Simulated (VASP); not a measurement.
Runs of VASP 6.6.1 on NaSe7. The structure is that of space group Fm-3m (No. 225), or close to it. The cells are those of the table. The cell was built from a structure type or drawn by symmetry, and may not be a known phase.

| task | cell | k mesh | cutoff (eV) | gap on the mesh (eV) | pressure (GPa) | relaxed volume (Å³/atom) |
| --- | --- | --- | --- | --- | --- | --- |
| single point | a = 6.186 Å, angles 60.0°, 8 atoms | 8 × 8 × 8 | 520 | none | 0.0 | - |
| relaxation of cell and atoms | relaxed from a = 6.674 Å, angles 60.0°, 8 atoms | 4 × 4 × 4 | 600 | none | -0.2 | (a) |
| single point | a = 6.167 Å, angles 60.0°, 8 atoms | 4 × 4 × 4 | 520 | none | 0.0 | - |
| relaxation of cell and atoms | relaxed from a = 6.167 Å, angles 60.0°, 8 atoms | 8 × 8 × 8 | 600 | none | -0.1 | 20.95 |

Alike in all rows: level PBE; potentials or basis VASP PAW PBE potentials, release 64 (Na_pv, Se); no spin polarisation; smearing gaussian 0.1 eV.

Task: Fill in the values left out.

Result: (a) 20.78.

Caveats: the volume moved by over 15 % at a fixed basis, so the end points are rough (at least some runs).

A k mesh can miss the band edges, and the runs leave out spin-orbit coupling on Se.

A gap of «none» marks levels without a gap at the run's occupations.
